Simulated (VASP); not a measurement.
Wanted: the native input for a VASP 6.6.1 run.

```
Task                   : single point
Functional             : LDA
Potentials or basis    : VASP PAW LDA potentials, release 64 (Sn_d, Se)
Cutoff                 : 520 eV
k mesh                 : 6 × 6 × 6
Occupations            : gaussian, width 0.01 eV
Spin                   : no spin polarisation
Dipole correction      : no
Further INCAR settings : ALGO = Normal; EDIFF = 1e-06; NBANDS = 17
```

The structure of SnSe lies in POSCAR:

```
SnSe
1.0
    0.0000000000      3.0690345955      3.0690345955
    3.0690345955      0.0000000000      3.0690345955
    3.0690345955      3.0690345955      0.0000000000
Sn Se
1 1
Direct
    0.0000000000      0.0000000000      0.0000000000
    0.5000000000      0.5000000000      0.5000000000
```

These files were run (other wordings do the same):

INCAR

```
PREC = Accurate
ENCUT = 520
EDIFF = 1E-6
ISMEAR = 0
SIGMA = 0.01
LREAL = F
LASPH = T
NELM = 60
ALGO = Normal
ISIF = 2
LWAVE = F
LCHARG = F
NBANDS = 17
```

KPOINTS

```
regular mesh
0
Gamma
  6 6 6
```

Potentials or basis: VASP PAW LDA potentials, release 64 (Sn_d, Se).

The run is started by

```bash
$ cat potpaw_LDA.64/Sn_d/POTCAR potpaw_LDA.64/Se/POTCAR > POTCAR
$ mpirun -np 1 vasp_std > vasp.out
```

Results of the run:

The pressure is -5.9 GPa. The band gap on the k mesh is 0.39 eV, direct.

Caveat: spin-orbit coupling is left out, which moves the levels of the heavy elements.

It took 12 s on 1 thread of Intel(R) Xeon(R) Platinum 8259CL CPU @ 2.50GHz (Skylake/Cascade Lake) (shared host), peak memory 0.15 GiB.
